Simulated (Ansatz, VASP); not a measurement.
## Two plane-wave programs on HgTe

INCAR

```
  ALGO = Normal
  EDIFF = 1E-6
  ENCUT = 520
  GGA = RP
  ISIF = 2
  ISMEAR = 0
  LASPH = True
  LCHARG = False
  LREAL = False
  LWAVE = False
  NBANDS = 16
  NELM = 100
  PREC = Accurate
  SIGMA = 0.05
```

The input KPOINTS:

```
k-points
0
Gamma
  10 10 10
```

The input POSCAR:

```
HgTe
1.0
    0.0000000000      3.2860752822      3.2860752822
    3.2860752822      0.0000000000      3.2860752822
    3.2860752822      3.2860752822      0.0000000000
Hg Te
1 1
Direct
    0.0000000000      0.0000000000      0.0000000000
    0.2500000000      0.2500000000      0.2500000000
```

Input for Ansatz:

```yaml
crystal:
  lattice:
    - [0.0, 3.2860752822, 3.2860752822]
    - [3.2860752822, 0.0, 3.2860752822]
    - [3.2860752822, 3.2860752822, 0.0]
  atoms:
    - { symbol: Hg, position: [0.0, 0.0, 0.0] }
    - { symbol: Te, position: [0.25, 0.25, 0.25] }
basis:
  ecutwfc: 500
  ecutrho_ratio: 4
kpoints:
  mp_grid: { grid: [10, 10, 10] }
hamiltonian:
  xc: rpbe
scf:
  occupations: { method: gaussian, width: 0.05 }
output:
  forces: true
  stress: true
```

Alike in both runs: task single point; functional RPBE; k mesh 10 × 10 × 10; occupations gaussian, width 0.05 eV; no spin polarisation.

```csv
,VASP,Ansatz
version,VASP 6.6.1,Ansatz 0.2.0
potentials or method,"VASP PAW PBE potentials, release 64 (Hg, Te), cutoff 520 eV","scalar-relativistic, plane waves, PAW"
valence electrons in the cell,18,36
```

```csv
,VASP,Ansatz,Ansatz less VASP
pressure (GPa),3.0,2.9,-0.04
```

VASP's potentials were made for PBE, not for RPBE. VASP's potentials hold 18 valence electrons a cell and Ansatz's 36, so a difference there can come from the potentials and not from the codes.

Spin-orbit coupling is off throughout.
